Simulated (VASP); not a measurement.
# ZnSnN (P4/mmm) in VASP: a series of runs, part 2 of 2

VASP 6.6.1. The steps go on from the part before.

## Step 4: Single point, PBE

This run uses another cell than the first one, of 20.21 Å³/atom.

INCAR

```
SYSTEM = ZnSnN
ALGO = Normal
EDIFF = 1E-6
ENCUT = 520
GGA = PE
ISIF = 2
ISMEAR = 0
LASPH = .TRUE.
LCHARG = .TRUE.
LELF = .TRUE.
LREAL = .FALSE.
LVHAR = .TRUE.
LWAVE = .FALSE.
NBANDS = 22
NELM = 100
PREC = Accurate
SIGMA = 0.1
```

KPOINTS

```
k-points
0
G
  4 4 6
  0 0 0
```

POSCAR

```
ZnSnN
1.0
    4.1157524923      0.0000000000      0.0000000000
    0.0000000000      4.1157524923      0.0000000000
    0.0000000000      0.0000000000      3.5787633459
Zn Sn N
1 1 1
Direct
    0.5000000000      0.5000000000      0.5000000000
    0.0000000000      0.0000000000      0.5000000000
    0.5000000000      0.5000000000      0.0000000000
```

Potentials or basis: VASP PAW PBE potentials, release 64 (Zn, Sn_d, N).

Run with:

```bash
> cat potpaw_PBE.64/Zn/POTCAR potpaw_PBE.64/Sn_d/POTCAR potpaw_PBE.64/N/POTCAR > POTCAR
> mpirun -np 1 vasp_std > vasp.out
```

OUTCAR:

```text
SYSTEM = ZnSnN
   EDIFF = 1E-6
   ENCUT = 520
   GGA = PE
   ISIF = 2
   ISMEAR = 0
   LASPH = .TRUE.
   LREAL = .FALSE.
   NELM = 100
   PREC = Accurate

 ion  position               nearest neighbor table
   1  0.500  0.500  0.500-   3 1.79   3 1.79   2 2.91   2 2.91   2 2.91   2 2.91
   2  0.000  0.000  0.500-   1 2.91   1 2.91   1 2.91   1 2.91
   3  0.500  0.500  0.000-   1 1.79   1 1.79

  LATTYP: Found a simple tetragonal cell.
 ALAT       =     4.1157524923
 C/A-ratio  =     0.8695283190

  Lattice vectors:

 A1 = (   4.1157524923,   0.0000000000,   0.0000000000)
 A2 = (   0.0000000000,   4.1157524923,   0.0000000000)
 A3 = (   0.0000000000,   0.0000000000,   3.5787633459)

Analysis of symmetry for initial positions (statically):
=====================================================================
 Subroutine PRICEL returns:
 Original cell was already a primitive cell.

 Routine SETGRP: Setting up the symmetry group for a
 simple tetragonal supercell.

 Subroutine GETGRP returns: Found 16 space group operations
 (whereof 16 operations were pure point group operations)
[... 162 lines left out ...]
  free energy    TOTEN  =       -10.54031454 eV

  energy without entropy =      -10.53643033  energy(sigma->0) =      -10.53837244

 E-fermi :   4.0167     XC(G=0):  -9.8390

 val. band max:        3.9039786242   @ k =   0.5000   0.5000   0.3333
 cond. band min:       4.0806868549   @ k =   0.5000   0.2500   0.5000
 fundamental gap:      0.1767082307
 Fermi energy:         4.0166603358

 k-point     1 :       0.0000    0.0000    0.0000
  band No.  band energies     occupation
      1     -17.8701      2.00000
      2     -17.8395      2.00000
      3     -17.8343      2.00000
      4     -17.7908      2.00000
      5     -17.7908      2.00000
      6     -10.8044      2.00000
[... 589 lines left out ...]
     21      11.4496      0.00000
     22      15.5896      0.00000

------------------------ aborting loop because EDIFF is reached ----------------------------------------

  FORCE on cell =-STRESS in cart. coord.  units (eV):
  Direction    XX          YY          ZZ          XY          YZ          ZX
  --------------------------------------------------------------------------------------
  -------------------------------------------------------------------------------------
  Total       -0.0105469     -0.0105469      0.4506293      0.0000000      0.0000000      0.0000000
  in kB       -0.2787426     -0.2787426     11.9096366      0.0000000      0.0000000      0.0000000
  external PRESSURE =       3.7840505 kB  Pullay stress =       0.0000000 kB

 VOLUME and BASIS-vectors are now :
 -----------------------------------------------------------------------------
  energy-cutoff  :      520.00
  volume of cell :       60.62
      direct lattice vectors                 reciprocal lattice vectors
     4.115752492  0.000000000  0.000000000     0.242968935  0.000000000  0.000000000
     0.000000000  4.115752492  0.000000000     0.000000000  0.242968935  0.000000000
     0.000000000  0.000000000  3.578763346     0.000000000  0.000000000  0.279426132

 POSITION                                       TOTAL-FORCE (eV/Angst)
 -----------------------------------------------------------------------------------
      2.05788      2.05788      1.78938         0.000000      0.000000      0.000000
      0.00000      0.00000      1.78938         0.000000      0.000000      0.000000
      2.05788      2.05788      0.00000         0.000000      0.000000      0.000000
 -----------------------------------------------------------------------------------
    total drift:                                0.000000     -0.000000     -0.000000

  FREE ENERGIE OF THE ION-ELECTRON SYSTEM (eV)
  ---------------------------------------------------
  free  energy   TOTEN  =       -10.5403145414 eV

  energy  without entropy=      -10.5364303309  energy(sigma->0) =      -10.53837244
```

stdout:

```text
POSCAR found type information on POSCAR ZnSnN
 POSCAR found :  3 types and       3 ions
 scaLAPACK will be used
 LDA part: xc-table for (Slater+PW92), standard interpolation
 POSCAR, INCAR and KPOINTS ok, starting setup
 FFT: planning ... GRIDC
 FFT: planning ... GRID_SOFT
 FFT: planning ... GRID
 WAVECAR not read
 entering main loop
```

It took 15 s on 1 thread of Intel Xeon 6975P-C (Granite Rapids), shared host; peak memory 0.19 GiB.

Results:

| Item | Value |
| --- | --- |
| Free energy | -10.5403 eV |
| Pressure | 0.4 GPa |
| Band gap on the k mesh | zero (an odd number of electrons rules out a gap without spin polarisation) |

Caveat: the k points lie up to 0.38 Å⁻¹ apart, too coarse for converged energies and pressures of a metal; spin-orbit coupling is left out, which moves the levels of the heavy elements.

## Step 5: Relaxation of cell and atoms, PBE

INCAR

```
SYSTEM = ZnSnN
PREC = Accurate ; ENCUT = 600
EDIFF = 1E-6 ; ISMEAR = 0
SIGMA = 0.1 ; LREAL = .False.
LASPH = .True. ; NELM = 60
ALGO = Normal ; ISIF = 3
LWAVE = .False. ; LCHARG = .False.
GGA = PE ; IBRION = 2
NSW = 90 ; EDIFFG = -0.04
```

KPOINTS

```
Automatic mesh
0
Gamma
  4 4 4
  0 0 0
```

POSCAR

```
ZnSnN
1.0
    3.8052097200      0.0000000000      0.0000000000
    0.0000000000      3.8052097200      0.0000000000
    0.0000000000      0.0000000000      3.9642325900
Zn Sn N
1 1 1
Direct
    0.5000000000      0.5000000000      0.5000000000
    0.0000000000      0.0000000000      0.5000000000
    0.5000000000      0.5000000000      0.0000000000
```

Potentials or basis: VASP PAW PBE potentials, release 64 (Zn, Sn_d, N).

Run with:

```bash
> cat potpaw_PBE.64/Zn/POTCAR potpaw_PBE.64/Sn_d/POTCAR potpaw_PBE.64/N/POTCAR > POTCAR
> mpirun -np 1 vasp_std > vasp.out
```

OUTCAR:

```text
SYSTEM = ZnSnN
   PREC = Accurate
   ENCUT = 600
   EDIFF = 1E-6
   ISMEAR = 0
   LREAL = .False.
   LASPH = .True.
   NELM = 60
   ISIF = 3
   GGA = PE
   IBRION = 2
   NSW = 90
   EDIFFG = -0.04

 ion  position               nearest neighbor table
   1  0.500  0.500  0.500-   3 1.98   3 1.98   2 2.69   2 2.69   2 2.69   2 2.69
   2  0.000  0.000  0.500-   1 2.69   1 2.69   1 2.69   1 2.69
   3  0.500  0.500  0.000-   1 1.98   1 1.98

  LATTYP: Found a simple tetragonal cell.
 ALAT       =     3.8052097200
 C/A-ratio  =     1.0417908293

  Lattice vectors:

 A1 = (   3.8052097200,   0.0000000000,   0.0000000000)
 A2 = (   0.0000000000,   3.8052097200,   0.0000000000)
 A3 = (   0.0000000000,   0.0000000000,   3.9642325900)

Analysis of symmetry for initial positions (statically):
=====================================================================
 Subroutine PRICEL returns:
 Original cell was already a primitive cell.

 Routine SETGRP: Setting up the symmetry group for a
 simple tetragonal supercell.

 Subroutine GETGRP returns: Found 16 space group operations
 (whereof 16 operations were pure point group operations)
 out of a pool of 16 trial point group operations.

The static configuration has the point symmetry D_4h.

Analysis of symmetry for dynamics (positions and initial velocities):
=====================================================================
 Subroutine PRICEL returns:
[... 126 lines left out ...]
  Fermi-wavevector in a.u.,A,eV,Ry     =   1.333184  2.519352 24.182702  1.777378
  Thomas-Fermi vector in A             =   2.462061
   LORBIT       =      0    0 simple, 1 ext, 2 COOP (PROOUT), +10 PAW based schemes
   GGA     = PE    functional components
   LHFCALC =     F    Hartree Fock is set to
   AEXX    =    0.0000 exact exchange contribution
   IVDW    =     0    specifies the selected vdW correction
   LEPSILON=     F    determine dielectric tensor
   LRPA    =     F    only Hartree local field effects (RPA)
 conjugate gradient relaxation of ions
 non-spin polarized calculation
 Gauss-broadening in eV      SIGMA  =   0.10
  energy-cutoff  :      600.00
  volume of cell :       57.40
 maximum number of plane-waves:      1936
   NGX = 15   NGY = 15   NGZ = 15

--------------------------------------- Ionic step        1  -------------------------------------------

 number of electron      31.0000019 magnetization

 Free energy of the ion-electron system (eV)
  ---------------------------------------------------
  ext. energy  EPLUGINS =         0.00000000
  ---------------------------------------------------
  free energy    TOTEN  =        -9.96317242 eV

  energy without entropy =       -9.94847932  energy(sigma->0) =       -9.95582587

 E-fermi :   4.2489     XC(G=0): -10.1071

 val. band max:        4.1651414828   @ k =   0.2500   0.0000   0.2500
 cond. band min:       4.2700190166   @ k =   0.5000   0.5000   0.2500
 fundamental gap:      0.1048775338
 Fermi energy:         4.2488663805
[... 1092 lines left out ...]
--------------------------------------- Ionic step        9  -------------------------------------------

 number of electron      30.9999987 magnetization

 Free energy of the ion-electron system (eV)
  ---------------------------------------------------
  ext. energy  EPLUGINS =         0.00000000
  ---------------------------------------------------
  free energy    TOTEN  =       -10.48159616 eV

  energy without entropy =      -10.46520938  energy(sigma->0) =      -10.47340277

 E-fermi :   4.2043     XC(G=0):  -9.8468

 val. band max:        4.1029836417   @ k =   0.5000   0.2500   0.5000
 cond. band min:       4.2062330172   @ k =   0.5000   0.2500   0.2500
 fundamental gap:      0.1032493755
 Fermi energy:         4.2043004476
[... 424 lines left out ...]
  FREE ENERGIE OF THE ION-ELECTRON SYSTEM (eV)
  ---------------------------------------------------
  free  energy   TOTEN  =       -10.4815961606 eV

  energy  without entropy=      -10.4652093810  energy(sigma->0) =      -10.47340277

 reached required accuracy - stopping structural energy minimisation
```

CONTCAR:

```text
ZnSnN
   1.00000000000000
     4.0866154009193574    0.0000000000000000   -0.0000000000000000
    -0.0000000000000000    4.0866154009193574    0.0000000000000000
    -0.0000000000000000   -0.0000000000000000    3.6183459847149573
  Zn              Sn              N
     1     1     1
Direct
     0.5000000000000000    0.5000000000000000    0.5000000000000000
     0.0000000000000000    0.0000000000000000    0.5000000000000000
     0.5000000000000000    0.5000000000000000    0.0000000000000000

  0.00000000E+00  0.00000000E+00  0.00000000E+00
  0.00000000E+00  0.00000000E+00  0.00000000E+00
  0.00000000E+00  0.00000000E+00  0.00000000E+00
```

Run time: 70 s. Hardware: 1 thread of Intel Xeon 6975P-C (Granite Rapids), shared host; peak memory 0.19 GiB.

What came out:

| Item | Value |
| --- | --- |
| Free energy | -10.4816 eV |
| Relaxed volume | 20.14 Å³/atom |
| Relaxed cell | a = 4.087 Å, b = 4.087 Å, c = 3.618 Å, α = 90.00°, β = 90.00°, γ = 90.00° |
| Space group after relaxing (to 0.1 Å) | P4/mmm (No. 123) |
| Energy gained by relaxing | 172.8 meV/atom |
| Ionic steps | 9 |
| Pressure after relaxing | 0.1 GPa |
| Band gap on the k mesh | zero (an odd number of electrons rules out a gap without spin polarisation) |

Step by step:
```csv
step,energy change (eV),largest force (eV/Å),pressure (GPa),volume (Å³)
1,0.0000,0.0000,-1.05,57.40
2,-0.4528,0.0000,5.42,55.96
3,-0.4646,0.0000,4.14,56.15
4,-0.5168,0.0000,0.21,59.95
5,-0.5173,0.0000,-0.39,60.61
6,-0.5174,0.0000,-0.31,60.48
7,-0.5174,0.0000,-0.19,60.39
8,-0.5184,0.0000,0.21,60.44
9,-0.5184,0.0000,0.08,60.43
```

Final structure:
```yaml
crystal:
  lattice:
    - [4.08662, 0.00000, 0.00000]
    - [0.00000, 4.08662, 0.00000]
    - [0.00000, 0.00000, 3.61835]
  atoms:
    - { symbol: Zn, position: [0.50000, 0.50000, 0.50000] }
    - { symbol: Sn, position: [0.00000, 0.00000, 0.50000] }
    - { symbol: N, position: [0.50000, 0.50000, 0.00000] }
```

Caveat: the k points lie up to 0.43 Å⁻¹ apart in the final cell, too coarse for converged energies and pressures of a metal; spin-orbit coupling is left out, which moves the levels of the heavy elements.

## Step 6: Relaxation of cell and atoms, PBE

This run uses another cell than the first one, of 20.03 Å³/atom.

INCAR

```
ALGO = Normal
EDIFF = 1E-6
EDIFFG = -0.04
ENCUT = 600
GGA = PE
IBRION = 2
ISIF = 3
ISMEAR = 0
LASPH = True
LCHARG = False
LREAL = False
LWAVE = False
NELM = 60
NSW = 90
PREC = Accurate
SIGMA = 0.1
```

KPOINTS

```
k-points
0
Gamma
  4 4 6
```

POSCAR

```
ZnSnN
1.0
    4.0796608574      0.0000000000      0.0000000000
    0.0000000000      4.0796608574      0.0000000000
    0.0000000000      0.0000000000      3.6101218372
Zn Sn N
1 1 1
Direct
    0.5000000000      0.5000000000      0.5000000000
    0.0000000000      0.0000000000      0.5000000000
    0.5000000000      0.5000000000      0.0000000000
```

Potentials or basis: VASP PAW PBE potentials, release 64 (Zn, Sn_d, N).

Run with:

```bash
> cat potpaw_PBE.64/Zn/POTCAR potpaw_PBE.64/Sn_d/POTCAR potpaw_PBE.64/N/POTCAR > POTCAR
> mpirun -np 1 vasp_std > vasp.out
```

OUTCAR:

```text
EDIFF = 1E-6
   EDIFFG = -0.04
   ENCUT = 600
   GGA = PE
   IBRION = 2
   ISIF = 3
   ISMEAR = 0
   LASPH = True
   LREAL = False
   NELM = 60
   NSW = 90
   PREC = Accurate

 ion  position               nearest neighbor table
   1  0.500  0.500  0.500-   3 1.81   3 1.81   2 2.88   2 2.88   2 2.88   2 2.88
   2  0.000  0.000  0.500-   1 2.88   1 2.88   1 2.88   1 2.88
   3  0.500  0.500  0.000-   1 1.81   1 1.81

  LATTYP: Found a simple tetragonal cell.
 ALAT       =     4.0796608574
 C/A-ratio  =     0.8849073399

  Lattice vectors:

 A1 = (   4.0796608574,   0.0000000000,   0.0000000000)
 A2 = (   0.0000000000,   4.0796608574,   0.0000000000)
 A3 = (   0.0000000000,   0.0000000000,   3.6101218372)

Analysis of symmetry for initial positions (statically):
=====================================================================
 Subroutine PRICEL returns:
 Original cell was already a primitive cell.

 Routine SETGRP: Setting up the symmetry group for a
 simple tetragonal supercell.

 Subroutine GETGRP returns: Found 16 space group operations
 (whereof 16 operations were pure point group operations)
 out of a pool of 16 trial point group operations.

The static configuration has the point symmetry D_4h.

Analysis of symmetry for dynamics (positions and initial velocities):
=====================================================================
 Subroutine PRICEL returns:
 Original cell was already a primitive cell.

 Routine SETGRP: Setting up the symmetry group for a
 simple tetragonal supercell.

 Subroutine GETGRP returns: Found 16 space group operations
 (whereof 16 operations were pure point group operations)
 out of a pool of 16 trial point group operations.

The dynamic configuration has the point symmetry D_4h.

 Subroutine INISYM returns: Found 16 space group operations
 (whereof 16 operations are pure point group operations),
 and found     1 'primitive' translations

----------------------------------------------------------------------------------------
[... 104 lines left out ...]
   PSTRESS=    0.0 pullay stress
   NELECT =      31.0000    total number of electrons
   NUPDOWN=      -1.0000    fix difference up-down
   EMIN   =  10.00;   EMAX   =-10.00  energy-range for DOS
   EFERMI =   0.00;   METHOD = LEGACY
   ISMEAR =     0;   SIGMA  =   0.10  broadening in eV -4-tet -1-fermi 0-gaus
   EFERMI_NEDOS =   21; number of points for ismear=-14 and -15
   IALGO  =     38    algorithm
   IMIX   =      4    mixing-type and parameters
     AMIX     =   0.40;   BMIX     =  1.00
     AMIX_MAG =   1.60;   BMIX_MAG =  1.00
  volume/ion in A,a.u.               =      20.03       135.16
  Fermi-wavevector in a.u.,A,eV,Ry     =   1.313022  2.481252 23.456815  1.724027
  Thomas-Fermi vector in A             =   2.443374
   LORBIT       =      0    0 simple, 1 ext, 2 COOP (PROOUT), +10 PAW based schemes
   GGA     = PE    functional components
   LHFCALC =     F    Hartree Fock is set to
   AEXX    =    0.0000 exact exchange contribution
   IVDW    =     0    specifies the selected vdW correction
   LEPSILON=     F    determine dielectric tensor
   LRPA    =     F    only Hartree local field effects (RPA)
 conjugate gradient relaxation of ions
 non-spin polarized calculation
 Gauss-broadening in eV      SIGMA  =   0.10
  energy-cutoff  :      600.00
  volume of cell :       60.09
 maximum number of plane-waves:      2043
 NGX is ok and might be reduce to    36
   NGX = 17   NGY = 17   NGZ = 15

--------------------------------------- Ionic step        1  -------------------------------------------

 number of electron      30.9999993 magnetization

 Free energy of the ion-electron system (eV)
  ---------------------------------------------------
  ext. energy  EPLUGINS =         0.00000000
  ---------------------------------------------------
  free energy    TOTEN  =       -10.53914946 eV

  energy without entropy =      -10.53431471  energy(sigma->0) =      -10.53673209

------------------------ aborting loop because EDIFF is reached ----------------------------------------

  FORCE on cell =-STRESS in cart. coord.  units (eV):
  Direction    XX          YY          ZZ          XY          YZ          ZX
  --------------------------------------------------------------------------------------
  -------------------------------------------------------------------------------------
  Total        0.2402122      0.2402122     -0.4929244      0.0000000     -0.0000000      0.0000000
  in kB        6.4052443      6.4052443    -13.1438005      0.0000000     -0.0000000      0.0000000
  external PRESSURE =      -0.1111040 kB  Pullay stress =       0.0000000 kB
[... 98 lines left out ...]
--------------------------------------- Ionic step        4  -------------------------------------------

 number of electron      30.9999996 magnetization

 Free energy of the ion-electron system (eV)
  ---------------------------------------------------
  ext. energy  EPLUGINS =         0.00000000
  ---------------------------------------------------
  free energy    TOTEN  =       -10.54217158 eV

  energy without entropy =      -10.53800542  energy(sigma->0) =      -10.54008850

 E-fermi :   4.0182     XC(G=0):  -9.8448

 val. band max:        3.9188524715   @ k =   0.2500   0.0000   0.3333
 cond. band min:       4.0756611251   @ k =   0.5000   0.2500   0.5000
 fundamental gap:      0.1568086536
 Fermi energy:         4.0182094927

 k-point     1 :       0.0000    0.0000    0.0000
  band No.  band energies     occupation
      1     -17.8673      2.00000
      2     -17.8346      2.00000
      3     -17.8292      2.00000
      4     -17.7884      2.00000
      5     -17.7884      2.00000
      6     -10.7631      2.00000
[... 547 lines left out ...]
  FREE ENERGIE OF THE ION-ELECTRON SYSTEM (eV)
  ---------------------------------------------------
  free  energy   TOTEN  =       -10.5421715809 eV

  energy  without entropy=      -10.5380054198  energy(sigma->0) =      -10.54008850

 reached required accuracy - stopping structural energy minimisation
```

It took 37 s on 1 thread of Intel Xeon 6975P-C (Granite Rapids), shared host; peak memory 0.22 GiB.

Results:

* Free energy: -10.5422 eV
* Relaxed volume: 20.19 Å³/atom
* Relaxed cell: a = 4.107 Å, b = 4.107 Å, c = 3.591 Å, α = 90.00°, β = 90.00°, γ = 90.00°
* Space group after relaxing (to 0.1 Å): P4/mmm (No. 123)
* Energy gained by relaxing: 1.0 meV/atom
* Ionic steps: 4
* Pressure after relaxing: 0.0 GPa
* Band gap on the k mesh: zero (an odd number of electrons rules out a gap without spin polarisation)

The path:
| step | energy change (eV) | largest force (eV/Å) | pressure (GPa) | volume (Å³) |
| --- | --- | --- | --- | --- |
| 1 | 0.0000 | 0.0000 | -0.01 | 60.09 |
| 2 | -0.0019 | 0.0000 | 0.68 | 60.07 |
| 3 | -0.0021 | 0.0000 | 0.48 | 60.08 |
| 4 | -0.0030 | 0.0000 | 0.01 | 60.57 |

Final structure:
```
Zn Sn N
1.0
     4.10675    0.00000    0.00000
     0.00000    4.10675    0.00000
     0.00000    0.00000    3.59138
Zn Sn N
1 1 1
Direct
  0.50000 0.50000 0.50000
  0.00000 0.00000 0.50000
  0.50000 0.50000 0.00000
```

Caveat: the k points lie up to 0.38 Å⁻¹ apart in the final cell, too coarse for converged energies and pressures of a metal; spin-orbit coupling is left out, which moves the levels of the heavy elements.

## Step 7: Summary

```tsv
task	cell	k mesh	cutoff (eV)	gap on the mesh (eV)	pressure (GPa)	relaxed volume (Å³/atom)
single point	a = 3.805, b = 3.805, c = 3.964 Å, 3 atoms	4 × 4 × 4	520	none	-1.0	-
single point	a = 4.080, b = 4.080, c = 3.610 Å, 3 atoms	4 × 4 × 4	520	none	0.5	-
single point	a = 4.116, b = 4.116, c = 3.579 Å, 3 atoms	4 × 4 × 6	520	none	0.4	-
relaxation of cell and atoms	relaxed from a = 3.805, b = 3.805, c = 3.964 Å, 3 atoms	4 × 4 × 4	600	none	0.1	20.14
relaxation of cell and atoms	relaxed from a = 4.080, b = 4.080, c = 3.610 Å, 3 atoms	4 × 4 × 6	600	none	0.0	20.19
```

Alike in all rows: level PBE; potentials or basis VASP PAW PBE potentials, release 64 (Zn, Sn_d, N); no spin polarisation; smearing gaussian 0.1 eV.

Caveats: all runs use coarse meshes; spin-orbit coupling is left out, which moves the levels of the heavy elements.

Absolute energies hang on the potentials; compare differences alone.

The gap in the log of VASP goes by the Fermi energy; the results here count the filled bands.